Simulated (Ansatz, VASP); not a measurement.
# Two plane-wave programs on TiSn2Te3

```xyz
6
Lattice="5.3055 0.0000 0.0000 0.0000 5.3055 0.0000 0.0000 0.0000 7.8576" Properties=species:S:1:pos:R:3 pbc="T T T"
Ti    2.6528    2.6528    3.9520
Sn    2.6528    0.0000    7.2711
Sn    0.0000    2.6528    7.2711
Te    2.6528    2.6528    1.2817
Te    2.6528    0.0000    4.2555
Te    0.0000    2.6528    4.2555
```

Alike in both runs: functional PBE; k mesh 8 × 8 × 6; occupations gaussian, width 0.1 eV; no spin polarisation.

Ansatz relaxed the structure, and its values are those at the end. VASP's run is a single point on that final structure, the one shown.

```csv
,VASP,Ansatz
version,VASP 6.6.1,Ansatz 0.2.0
potentials or method,"VASP PAW PBE potentials, release 64 (Ti_sv, Sn_d, Te), cutoff 520 eV","scalar-relativistic, plane waves, PAW"
valence electrons in the cell,58,88
```

```tsv
	VASP	Ansatz	Ansatz less VASP
gap on the k mesh at the Fermi level (eV)	none	none	-
pressure (GPa)	0.0	0.0	+0.02
```

A gap of «none» marks a metal or a gap that the smearing closes. With one functional, cell and mesh, what is left measures potentials, basis and numerics. VASP's potentials hold 58 valence electrons a cell and Ansatz's 88, so a difference there can come from the potentials and not from the codes.

Spin-orbit coupling is off throughout.
